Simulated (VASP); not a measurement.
Write the native input for VASP 6.6.1 that does the following.

| Property | Result |
| --- | --- |
| Task | single point |
| Functional | PBE |
| Potentials or basis | VASP PAW PBE potentials, release 64 (Li_sv, Cl) |
| Cutoff | 520 eV |
| k mesh | 4 × 2 × 2 |
| Occupations | gaussian, width 0.1 eV |
| Spin | no spin polarisation |
| Dipole correction | no |
| Further INCAR settings | ALGO = Normal; EDIFF = 1e-07; NBANDS = 42 |

The structure of LiCl lies in POSCAR:

```
LiCl
1.0
   -0.0005426359      0.0015290985     -3.7043367917
    3.0952316314     -5.3622794777      0.0027210664
   -9.2819341636     -5.3601620413      0.0009315373
Li Cl
6 6
Direct
    0.3326113550      0.3061620563      0.6939044832
    0.3338375410      0.8062313455      0.1938449978
    0.6663780642      0.8878210218      0.4999909268
    0.6665754315      0.3876751181     -0.0000597271
    0.9996232817      0.8060500455      0.8061592954
    1.0009331368      0.3063708115      0.3060892550
    0.8325882175      0.1801113113      0.8197228667
    0.8337576099      0.6803200362      0.3197673785
    0.1667220333      0.1394482871      0.4999990424
    0.1669325552      0.6393283246      0.0000045667
    0.4993623431      0.6801910797      0.6802636909
    0.5006784308      0.1802905623      0.1803132238
```

The input as run:

INCAR

```
SYSTEM = LiCl
PREC = Accurate ; ENCUT = 520
EDIFF = 1E-7 ; ISMEAR = 0
SIGMA = 0.1 ; LREAL = .False.
LASPH = .True. ; NELM = 100
ALGO = Normal ; ISIF = 2
LWAVE = .False. ; LCHARG = .True.
GGA = PE ; LELF = .True.
LVHAR = .True. ; NBANDS = 42
```

KPOINTS

```
regular mesh
0
Gamma
  4 2 2
  0 0 0
```

Potentials or basis: VASP PAW PBE potentials, release 64 (Li_sv, Cl).

Command:

```bash
$ cat potpaw_PBE.64/Li_sv/POTCAR potpaw_PBE.64/Cl/POTCAR > POTCAR
$ mpirun -np 1 vasp_std > vasp.out
```

Results of the run:

```
Band gap on the k mesh : 5.82 eV
```

Caveat: the k points lie up to 0.51 Å⁻¹ apart.

Run time: 3.7 min on 1 thread of Oxide Virtual Turin-like Processor (shared host), peak memory 0.3 GiB.
